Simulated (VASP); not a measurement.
Input of a VASP 6.6.1 run:

INCAR

```
  ALGO = Normal
  EDIFF = 1E-7
  EDIFFG = -0.04
  ENCUT = 600
  GGA = PE
  IBRION = 2
  ISIF = 3
  ISMEAR = 0
  LASPH = True
  LCHARG = False
  LREAL = False
  LWAVE = False
  NELM = 60
  NSW = 90
  PREC = Accurate
  SIGMA = 0.1
```

The input KPOINTS:

```
k-points
0
Gamma
  6 6 4
```

POSCAR

```
MgCdSe2
1.0
    3.7669475800      0.0000000000      0.0000000000
   -1.8834737900      3.2622723000      0.0000000000
    0.0000000000      0.0000000000      7.0983787000
Mg Cd Se
1 1 2
Direct
    0.0000000000      0.0000000000      0.5000000000
    0.0000000000      0.0000000000      0.0000000000
    0.6666666700      0.3333333300      0.7979580200
    0.3333333300      0.6666666700      0.2020419800
```

Potentials or basis: VASP PAW PBE potentials, release 64 (Mg, Cd, Se).

The run is started by

```bash
$ cat potpaw_PBE.64/Mg/POTCAR potpaw_PBE.64/Cd/POTCAR potpaw_PBE.64/Se/POTCAR > POTCAR
$ mpirun -np 1 vasp_std > vasp.out
```

Question: What does it give for the space group after relaxing (to 0.1 Å)?

Answer: P-3m1 (No. 164).

Question: Estimate the relaxed volume.

Answer: 22.44 Å³/atom.

Question: Estimate the relaxed cell.

Answer: a = 3.974 Å, b = 3.974 Å, c = 6.565 Å, α = 90.00°, β = 90.00°, γ = 120.00°.

Final structure:
```
Mg Cd Se
1.0
     3.97367    0.00000    0.00000
    -1.98684    3.44130    0.00000
     0.00000    0.00000    6.56520
Mg Cd Se
1 1 2
Direct
  0.00000 0.00000 0.50000
  0.00000 0.00000 0.00000
  0.66667 0.33333 0.73826
  0.33333 0.66667 0.26174
```
